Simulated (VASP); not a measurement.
Wanted: the native input for a VASP 6.6.1 run.

```yaml
Task: single point
Functional: PBE
Potentials_or_basis: VASP PAW PBE potentials, release 64 (Y_sv, Pt, C, N)
Cutoff: 520 eV
k_mesh: 8 × 8 × 12
Occupations: gaussian, width 0.1 eV
Spin: no spin polarisation
Dipole_correction: no
Further_INCAR_settings: ALGO = Normal; EDIFF = 1e-07; NBANDS = 28
```

The structure of YPtC2N2 lies in POSCAR:

```
YPtC2N2
1.0
    3.4342688417     -4.6933708340     -0.0060998676
    3.4342688417      4.6933708340     -0.0060998676
   -1.8782463471      0.0000000000      3.0761357954
Y Pt C N
1 1 2 2
Direct
    0.5000000000      0.5000000000      0.5000000000
    0.0000000000      0.0000000000      0.0000000000
    0.7959611022      0.2040388978      0.0000000000
    0.2040388978      0.7959611022      0.0000000000
    0.6678285951      0.3321714049      0.0000000000
    0.3321714049      0.6678285951      0.0000000000
```

One way to write it, as run:

INCAR

```
SYSTEM = YPtC2N2
ALGO = Normal
EDIFF = 1E-7
ENCUT = 520
GGA = PE
ISIF = 2
ISMEAR = 0
LASPH = .True.
LCHARG = .False.
LREAL = .False.
LWAVE = .False.
NBANDS = 28
NELM = 100
PREC = Accurate
SIGMA = 0.1
```

KPOINTS

```
k-points
0
Gamma
  8 8 12
  0 0 0
```

Potentials or basis: VASP PAW PBE potentials, release 64 (Y_sv, Pt, C, N).

Launch:

```sh
$ cat potpaw_PBE.64/Y_sv/POTCAR potpaw_PBE.64/Pt/POTCAR potpaw_PBE.64/C/POTCAR potpaw_PBE.64/N/POTCAR > POTCAR
$ mpirun -np 1 vasp_std > vasp.out
```

Results of the run:

| Item | Value |
| --- | --- |
| Pressure | 0.1 GPa |
| Largest force | 0.270 eV/Å |
| Band gap on the k mesh | zero (an odd number of electrons rules out a gap without spin polarisation) |

Caveat: spin-orbit coupling is left out, which moves the levels of the heavy elements.

Wall time 12 min on 1 thread of Intel(R) Xeon(R) Platinum 8259CL CPU @ 2.50GHz (Skylake/Cascade Lake), on a shared host, peak memory 0.78 GiB.
